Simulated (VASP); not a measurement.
# SnTe (zincblende type) (F-43m) in VASP: a series of runs

Runs on SnTe (zincblende type). Level: LDA. Tasks: single point.

All numbers are computed with VASP 6.6.1; they aren't measurements. Logs are shortened: lines on timing, memory, paths and dates and some standing lists are left out, and cuts for length are marked.

## Step 1: The cell of the first run

The structure is cubic, space group F-43m (No. 216). The conventional cell has a = 5.730 Å, b = 5.730 Å, c = 5.730 Å, α = 90.00°, β = 90.00°, γ = 90.00°. Within 3.3 Å of Sn (site symmetry -43m) lie 4 Te at 2.48 Å. Te (site symmetry -43m) has 4 Sn at 2.48 Å within 3.3 Å.

## Step 2: Single point, LDA (23.52 Å³/atom)

POSCAR reads:

```
SnTe
1.0
    0.0000000000      2.8650277786      2.8650277786
    2.8650277786      0.0000000000      2.8650277786
    2.8650277786      2.8650277786      0.0000000000
Sn Te
1 1
Direct
    0.0000000000      0.0000000000      0.0000000000
    0.2500000000      0.2500000000      0.2500000000
```

INCAR.step1 reads:

```
PREC = Accurate
ENCUT = 520
EDIFF = 1E-7
ISMEAR = -1
SIGMA = 0.1
LREAL = False
LASPH = True
NELM = 100
ALGO = Normal
ISIF = 2
LWAVE = False
LCHARG = True
NBANDS = 17
```

KPOINTS.step1 reads:

```
Automatic mesh
0
Gamma
  12 12 12
```

INCAR.step2 reads:

```
PREC = Accurate
ENCUT = 520
EDIFF = 1E-7
ISMEAR = -5
SIGMA = 0.1
LREAL = False
LASPH = True
NELM = 100
ALGO = Normal
ISIF = 2
LWAVE = False
LCHARG = False
LORBIT = 11
NBANDS = 17
NEDOS = 1001
ICHARG = 11
```

KPOINTS.step2 reads:

```
Automatic mesh
0
Gamma
  18 18 18
```

Potentials or basis: VASP PAW LDA potentials, release 64 (Sn_d, Te).

Started as:

```console
cat potpaw_LDA.64/Sn_d/POTCAR potpaw_LDA.64/Te/POTCAR > POTCAR
cp INCAR.step1 INCAR
cp KPOINTS.step1 KPOINTS
mpirun -np 1 vasp_std > vasp.out
cp INCAR.step2 INCAR
cp KPOINTS.step2 KPOINTS
mpirun -np 1 vasp_std > vasp.out
```

OUTCAR:

```text
PREC = Accurate
   ENCUT = 520
   EDIFF = 1E-7
   ISMEAR = -5
   LREAL = False
   LASPH = True
   NELM = 100
   ISIF = 2
   LORBIT = 11
   ICHARG = 11

 ion  position               nearest neighbor table
   1  0.000  0.000  0.000-   2 2.48   2 2.48   2 2.48   2 2.48
   2  0.250  0.250  0.250-   1 2.48   1 2.48   1 2.48   1 2.48

  LATTYP: Found a face centered cubic cell.
 ALAT       =     5.7300555572

  Lattice vectors:

 A1 = (   0.0000000000,   2.8650277786,   2.8650277786)
 A2 = (   2.8650277786,   0.0000000000,   2.8650277786)
 A3 = (   2.8650277786,   2.8650277786,   0.0000000000)

Analysis of symmetry for initial positions (statically):
=====================================================================
 Subroutine PRICEL returns:
 Original cell was already a primitive cell.

 Routine SETGRP: Setting up the symmetry group for a
 face centered cubic supercell.

 Subroutine GETGRP returns: Found 24 space group operations
 (whereof 24 operations were pure point group operations)
 out of a pool of 48 trial point group operations.

The static configuration has the point symmetry T_d .

Analysis of symmetry for dynamics (positions and initial velocities):
=====================================================================
 Subroutine PRICEL returns:
 Original cell was already a primitive cell.

 Routine SETGRP: Setting up the symmetry group for a
 face centered cubic supercell.

 Subroutine GETGRP returns: Found 24 space group operations
 (whereof 24 operations were pure point group operations)
 out of a pool of 48 trial point group operations.

The dynamic configuration has the point symmetry T_d .

 Subroutine INISYM returns: Found 24 space group operations
 (whereof 24 operations are pure point group operations),
 and found     1 'primitive' translations

----------------------------------------------------------------------------------------

                                     Primitive cell

  volume of cell :      47.0345

  direct lattice vectors                    reciprocal lattice vectors
     0.000000000  2.865027779  2.865027779    -0.174518378  0.174518378  0.174518378
     2.865027779  0.000000000  2.865027779     0.174518378 -0.174518378  0.174518378
     2.865027779  2.865027779  0.000000000     0.174518378  0.174518378 -0.174518378

  length of vectors
     4.051761141  4.051761141  4.051761141     0.302274697  0.302274697  0.302274697

  position of ions in fractional coordinates (direct lattice)
     0.000000000  0.000000000  0.000000000
     0.250000000  0.250000000  0.250000000

  ion indices of the primitive-cell ions
   primitive index   ion index
                 1           1
                 2           2

----------------------------------------------------------------------------------------

 KPOINTS: Automatic mesh

Automatic generation of k-mesh.
 Grid dimensions read from file:
 generate k-points for:   18   18   18

 Generating k-lattice:

  Cartesian coordinates                     Fractional coordinates (reciprocal lattice)
    -0.009695465  0.009695465  0.009695465     0.055555556  0.000000000  0.000000000
     0.009695465 -0.009695465  0.009695465     0.000000000  0.055555556  0.000000000
     0.009695465  0.009695465 -0.009695465     0.000000000  0.000000000  0.055555556

  Length of vectors
     0.016793039  0.016793039  0.016793039

  Shift w.r.t. Gamma in fractional coordinates (k-lattice)
     0.000000000  0.000000000  0.000000000

 TETIRR: Found    806 inequivalent tetrahedra from    34992

 Subroutine IBZKPT returns following result:
 ===========================================

 Found    195 irreducible k-points:

 Following reciprocal coordinates:
            Coordinates               Weight
  0.000000  0.000000  0.000000      1.000000
  0.055556  0.000000  0.000000      8.000000
  0.111111  0.000000  0.000000      8.000000
  0.166667  0.000000  0.000000      8.000000
  0.222222  0.000000  0.000000      8.000000
  0.277778  0.000000  0.000000      8.000000
[... 16 lines left out ...]
 -0.277778  0.055556  0.000000     24.000000
 -0.222222  0.055556  0.000000     24.000000
 [... further k-points ...]
   k-points           NKPTS =    195   k-points in BZ     NKDIM =    195   number of bands    NBANDS=     17
   number of dos      NEDOS =   1001   number of ions     NIONS =      2
   total plane-waves  NPLWV =  27000
   dimension x,y,z NGX =    30 NGY =   30 NGZ =   30
   dimension x,y,z NGXF=    60 NGYF=   60 NGZF=   60
   ions per type =               1   1
   NGX,Y,Z   is equivalent  to a cutoff of  12.31, 12.31, 12.31 a.u.
   NGXF,Y,Z  is equivalent  to a cutoff of  24.62, 24.62, 24.62 a.u.
 SYSTEM =  unknown system
   PREC   = accura    normal or accurate (medium, high low for compatibility)
   ISTART =      0    job   : 0-new  1-cont  2-samecut
   ICHARG =     11    charge: 1-file 2-atom 10-const
   ISPIN  =      1    spin polarized calculation?
   LNONCOLLINEAR =      F non collinear calculations
   LSORBIT =      F    spin-orbit coupling
   LASPH  =      T    aspherical Exc in radial PAW
   ENCUT  =  520.0 eV  38.22 Ry    6.18 a.u.   7.53  7.53  7.53*2*pi/ulx,y,z
   NELM   =    100;   NELMIN=  2; NELMDL=  0     # of ELM steps
   EDIFF  = 0.1E-06   stopping-criterion for ELM
   LREAL  =      F    real-space projection
   EDIFFG = 0.1E-05   stopping-criterion for IOM
   NSW    =      0    number of steps for IOM
   IBRION =     -1    ionic relax: 0-MD 1-quasi-New 2-CG
   NFREE  =      0    steps in history (QN), initial steepest desc. (CG)
   ISIF   =      2    stress and relaxation
   ISYM   =      2    0-nonsym 1-usesym 2-fastsym
   POTIM  = 0.5000    time-step for ionic-motion
   TEBEG  =    0.0;   TEEND  =   0.0 temperature during run
   PSTRESS=    0.0 pullay stress
   NELECT =      20.0000    total number of electrons
   NUPDOWN=      -1.0000    fix difference up-down
   EMIN   =  10.00;   EMAX   =-10.00  energy-range for DOS
   EFERMI =   0.00;   METHOD = LEGACY
   ISMEAR =    -5;   SIGMA  =   0.10  broadening in eV -4-tet -1-fermi 0-gaus
   EFERMI_NEDOS =   21; number of points for ismear=-14 and -15
   IALGO  =     38    algorithm
   IMIX   =      4    mixing-type and parameters
     AMIX     =   0.40;   BMIX     =  1.00
     AMIX_MAG =   1.60;   BMIX_MAG =  1.00
  volume/ion in A,a.u.               =      23.52       158.70
  Fermi-wavevector in a.u.,A,eV,Ry     =   1.231060  2.326367 20.619758  1.515509
  Thomas-Fermi vector in A             =   2.365885
   LORBIT       =     11    0 simple, 1 ext, 2 COOP (PROOUT), +10 PAW based schemes
   GGA     = CA    functional components
   LHFCALC =     F    Hartree Fock is set to
   AEXX    =    0.0000 exact exchange contribution
   IVDW    =     0    specifies the selected vdW correction
   LEPSILON=     F    determine dielectric tensor
   LRPA    =     F    only Hartree local field effects (RPA)
 non-spin polarized calculation
 Fermi weights with tetrahedron method with Bloechl corrections
  energy-cutoff  :      520.00
  volume of cell :       47.03
 maximum number of plane-waves:      1303

 number of electron      19.9999991 magnetization

 Free energy of the ion-electron system (eV)
  ---------------------------------------------------
  ext. energy  EPLUGINS =         0.00000000
  ---------------------------------------------------
  free energy    TOTEN  =        -3.96824306 eV

  energy without entropy =       -3.96824306  energy(sigma->0) =       -3.96824306

 E-fermi :  11.2397     XC(G=0): -10.8692

 val. band max:       11.2973827680   @ k =  -0.3333   0.5000   0.1667
 cond. band min:      11.2185449118   @ k =   0.1111   0.0556   0.0000
 fundamental gap:     -0.0788378562
 Fermi energy:        11.2396748761

 k-point     1 :       0.0000    0.0000    0.0000
  band No.  band energies     occupation
      1     -11.8276      2.00000
      2     -11.8276      2.00000
      3     -11.8276      2.00000
      4     -11.6653      2.00000
      5     -11.6653      2.00000
      6      -5.6282      2.00000
[... 9 lines left out ...]
     16      18.0094      0.00000
     17      18.4602      0.00000

 k-point     2 :       0.0556    0.0000    0.0000
  band No.  band energies     occupation
      1     -11.8294      2.00000
      2     -11.8266      2.00000
      3     -11.8266      2.00000
      4     -11.6654      2.00000
      5     -11.6654      2.00000
      6      -5.5888      2.00000
[... 9 lines left out ...]
     16      17.5450      0.00000
     17      18.3166      0.00000

 k-point     3 :       0.1111    0.0000    0.0000
  band No.  band energies     occupation
      1     -11.8345      2.00000
      2     -11.8236      2.00000
      3     -11.8236      2.00000
      4     -11.6658      2.00000
      5     -11.6658      2.00000
      6      -5.4716      2.00000
[... 9 lines left out ...]
     16      17.0520      0.00000
     17      18.0471      0.00000

 k-point     4 :       0.1667    0.0000    0.0000
  band No.  band energies     occupation
      1     -11.8423      2.00000
      2     -11.8192      2.00000
      3     -11.8192      2.00000
      4     -11.6662      2.00000
      5     -11.6662      2.00000
      6      -5.2797      2.00000
[... 9 lines left out ...]
     16      16.7338      0.00000
     17      18.0961      0.00000

 k-point     5 :       0.2222    0.0000    0.0000
  band No.  band energies     occupation
      1     -11.8517      2.00000
      2     -11.8139      2.00000
      3     -11.8139      2.00000
      4     -11.6666      2.00000
      5     -11.6666      2.00000
      6      -5.0194      2.00000
[... 9 lines left out ...]
     16      16.6491      0.00000
     17      18.9030      0.00000

 k-point     6 :       0.2778    0.0000    0.0000
  band No.  band energies     occupation
      1     -11.8618      2.00000
      2     -11.8085      2.00000
      3     -11.8085      2.00000
      4     -11.6667      2.00000
      5     -11.6667      2.00000
      6      -4.7020      2.00000
[... 9 lines left out ...]
     16      16.8356      0.00000
     17      20.1303      0.00000

 k-point     7 :       0.3333    0.0000    0.0000
  band No.  band energies     occupation
      1     -11.8713      2.00000
      2     -11.8036      2.00000
      3     -11.8036      2.00000
      4     -11.6665      2.00000
      5     -11.6665      2.00000
      6      -4.3487      2.00000
[... 9 lines left out ...]
     16      17.2808      0.00000
     17      21.3928      0.00000

 k-point     8 :       0.3889    0.0000    0.0000
  band No.  band energies     occupation
      1     -11.8789      2.00000
      2     -11.7999      2.00000
      3     -11.7999      2.00000
      4     -11.6662      2.00000
      5     -11.6662      2.00000
      6      -3.9988      2.00000
[... 9 lines left out ...]
     16      17.9199      0.00000
     17      22.1383      0.00000
[... 203 lines left out ...]
      1     -11.8865      2.00000
      2     -11.7962      2.00000
      3     -11.7955      2.00000
      4     -11.6666      2.00000
      5     -11.6655      2.00000
      6      -3.5948      2.00000
[... 9 lines left out ...]
     16      19.0874      0.00000
     17      20.7593      0.00000

 k-point    20 :      -0.4444    0.0556    0.0000
  band No.  band energies     occupation
      1     -11.8859      2.00000
      2     -11.7963      2.00000
      3     -11.7961      2.00000
      4     -11.6662      2.00000
      5     -11.6660      2.00000
      6      -3.6321      2.00000
[... 9 lines left out ...]
     16      19.1323      0.00000
     17      20.7220      0.00000

 k-point    21 :      -0.3889    0.0556    0.0000
  band No.  band energies     occupation
      1     -11.8820      2.00000
      2     -11.7985      2.00000
      3     -11.7974      2.00000
      4     -11.6671      2.00000
      5     -11.6657      2.00000
      6      -3.8632      2.00000
[... 9 lines left out ...]
     16      18.9631      0.00000
     17      20.9825      0.00000

 k-point    22 :      -0.3333    0.0556    0.0000
  band No.  band energies     occupation
      1     -11.8754      2.00000
      2     -11.8022      2.00000
      3     -11.8002      2.00000
      4     -11.6678      2.00000
      5     -11.6655      2.00000
      6      -4.1974      2.00000
[... 9 lines left out ...]
     16      18.2939      0.00000
     17      21.4754      0.00000

 k-point    23 :      -0.2778    0.0556    0.0000
  band No.  band energies     occupation
      1     -11.8667      2.00000
      2     -11.8070      2.00000
      3     -11.8043      2.00000
      4     -11.6683      2.00000
      5     -11.6655      2.00000
      6      -4.5543      2.00000
[... 9 lines left out ...]
     16      17.6919      0.00000
     17      20.5424      0.00000

 k-point    24 :      -0.2222    0.0556    0.0000
  band No.  band energies     occupation
      1     -11.8570      2.00000
      2     -11.8125      2.00000
      3     -11.8092      2.00000
      4     -11.6682      2.00000
      5     -11.6654      2.00000
      6      -4.8858      2.00000
[... 9 lines left out ...]
     16      17.3388      0.00000
     17      19.3539      0.00000

 [... further k-points ...]

------------------------ aborting loop because EDIFF is reached ----------------------------------------

  FORCE on cell =-STRESS in cart. coord.  units (eV):
  Direction    XX          YY          ZZ          XY          YZ          ZX
  --------------------------------------------------------------------------------------
  -------------------------------------------------------------------------------------
  Total       16.7462684     16.7462684     16.7462684      0.0000000      0.0000000      0.0000000
  in kB      570.4428253    570.4428253    570.4428253      0.0000000      0.0000000      0.0000000
  external PRESSURE =     570.4428253 kB  Pullay stress =       0.0000000 kB

 VOLUME and BASIS-vectors are now :
 -----------------------------------------------------------------------------
  energy-cutoff  :      520.00
  volume of cell :       47.03
      direct lattice vectors                 reciprocal lattice vectors
     0.000000000  2.865027779  2.865027779    -0.174518378  0.174518378  0.174518378
     2.865027779  0.000000000  2.865027779     0.174518378 -0.174518378  0.174518378
     2.865027779  2.865027779  0.000000000     0.174518378  0.174518378 -0.174518378

 POSITION                                       TOTAL-FORCE (eV/Angst)
 -----------------------------------------------------------------------------------
      0.00000      0.00000      0.00000         0.000000      0.000000      0.000000
      1.43251      1.43251      1.43251        -0.000000     -0.000000     -0.000000
 -----------------------------------------------------------------------------------
    total drift:                                0.000001      0.000001      0.000001

  FREE ENERGIE OF THE ION-ELECTRON SYSTEM (eV)
  ---------------------------------------------------
  free  energy   TOTEN  =        -3.9682430585 eV

  energy  without entropy=       -3.9682430585  energy(sigma->0) =       -3.96824306

 total charge

# of ion       s       p       d       tot
------------------------------------------
    1        1.317   1.439  10.162  12.918
    2        1.441   2.143   0.176   3.760
--------------------------------------------------
tot          2.758   3.583  10.338  16.678
```

Run time: 3 min. Hardware: 1 thread of Intel Xeon 8259CL, shared host; peak memory 0.27 GiB.

Results:

| Item | Value |
| --- | --- |
| Valence electrons inside the program's atomic spheres | Sn 12.92; Te 3.76 |

Caveat: spin-orbit coupling is left out, which moves the levels of the heavy elements; tetrahedron occupations give inexact forces and stress in metals.

## Step 3: Single point, LDA

This run uses another cell than the first one, of 42.76 Å³/atom.

POSCAR reads:

```
SnTe
1.0
    0.0000000000      3.4968307078      3.4968307078
    3.4968307078      0.0000000000      3.4968307078
    3.4968307078      3.4968307078      0.0000000000
Sn Te
1 1
Direct
    0.0000000000      0.0000000000      0.0000000000
    0.2500000000      0.2500000000      0.2500000000
```

INCAR.step1 reads:

```
  ALGO = Normal
  EDIFF = 1E-7
  ENCUT = 520
  GGA = CA
  ISIF = 2
  ISMEAR = -1
  LASPH = T
  LCHARG = T
  LREAL = F
  LWAVE = F
  NBANDS = 17
  NELM = 60
  PREC = Accurate
  SIGMA = 0.1
```

KPOINTS.step1 reads:

```
k-points
0
Gamma
  12 12 12
```

INCAR.step2 reads:

```
  ALGO = Normal
  EDIFF = 1E-7
  ENCUT = 520
  GGA = CA
  ICHARG = 11
  ISIF = 2
  ISMEAR = -5
  LASPH = T
  LCHARG = F
  LORBIT = 10
  LREAL = F
  LWAVE = F
  NEDOS = 1001
  NELM = 60
  PREC = Accurate
  SIGMA = 0.1
```

KPOINTS.step2 reads:

```
k-points
0
Gamma
  18 18 18
```

Potentials or basis: VASP PAW LDA potentials, release 64 (Sn_d, Te).

Started as:

```console
cat potpaw_LDA.64/Sn_d/POTCAR potpaw_LDA.64/Te/POTCAR > POTCAR
cp INCAR.step1 INCAR
cp KPOINTS.step1 KPOINTS
mpirun -np 1 vasp_std > vasp.out
cp INCAR.step2 INCAR
cp KPOINTS.step2 KPOINTS
mpirun -np 1 vasp_std > vasp.out
```

It took 6.1 min on 1 thread of Intel Xeon 8259CL, shared host; peak memory 0.38 GiB.

It converged, with:

```yaml
Valence_electrons_inside_the_program's_atomic_spheres: Sn 12.13; Te 3.40
```

Levels at points of the mesh, in eV from the Fermi level:
```csv
k point,band 7,band 8,band 9,band 10,band 11,band 12,band 13,band 14
"(0.00, 0.00, 0.00)",-4.99,-2.13,-2.13,-2.13,0.92,0.92,0.92,3.90
"(0.50, 0.00, 0.00)",-7.31,-2.74,-2.74,-2.19,1.77,1.77,3.70,5.48
"(0.50, 0.50, 0.00)",-7.71,-3.49,-3.49,-0.76,-0.14,4.22,4.22,5.46
```

Caveat: spin-orbit coupling is left out, which moves the levels of the heavy elements; tetrahedron occupations give inexact forces and stress in metals.

## Step 4: Single point, LDA (42.76 Å³/atom)

This run uses another cell than the first one, of 42.76 Å³/atom.

POSCAR is that of step 3.

INCAR.step1 reads:

```
PREC = Accurate
ENCUT = 520
EDIFF = 1E-6
ISMEAR = -1
SIGMA = 0.1
LREAL = F
LASPH = T
NELM = 100
ALGO = Normal
ISIF = 2
LWAVE = F
LCHARG = T
NBANDS = 17
```

KPOINTS.step1 reads:

```
Automatic mesh
0
Gamma
  12 12 12
```

INCAR.step2 reads:

```
PREC = Accurate
ENCUT = 520
EDIFF = 1E-6
ISMEAR = -5
SIGMA = 0.1
LREAL = F
LASPH = T
NELM = 100
ALGO = Normal
ISIF = 2
LWAVE = F
LCHARG = F
LORBIT = 10
NEDOS = 1001
ICHARG = 11
```

KPOINTS.step2 reads:

```
Automatic mesh
0
Gamma
  18 18 18
```

Started as:

```console
cat potpaw_LDA.64/Sn_d/POTCAR potpaw_LDA.64/Te/POTCAR > POTCAR
cp INCAR.step1 INCAR
cp KPOINTS.step1 KPOINTS
mpirun -np 1 vasp_std > vasp.out
cp INCAR.step2 INCAR
cp KPOINTS.step2 KPOINTS
mpirun -np 1 vasp_std > vasp.out
```

It took 5.6 min on 1 thread of Intel Xeon 8259CL, shared host; peak memory 0.39 GiB.

The run converged. Its results:

| Quantity | Value |
| --- | --- |
| Valence electrons inside the program's atomic spheres | Sn 12.13; Te 3.40 |

Levels at points of the mesh, in eV from the Fermi level:
| k point | band 7 | band 8 | band 9 | band 10 | band 11 | band 12 | band 13 | band 14 |
| --- | --- | --- | --- | --- | --- | --- | --- | --- |
| (0.00, 0.00, 0.00) | -4.99 | -2.13 | -2.13 | -2.13 | 0.92 | 0.92 | 0.92 | 3.90 |
| (0.50, 0.00, 0.00) | -7.31 | -2.74 | -2.74 | -2.19 | 1.77 | 1.77 | 3.70 | 5.48 |
| (0.50, 0.50, 0.00) | -7.71 | -3.49 | -3.49 | -0.76 | -0.14 | 4.22 | 4.22 | 5.46 |

Caveat: spin-orbit coupling is left out, which moves the levels of the heavy elements; tetrahedron occupations give inexact forces and stress in metals.
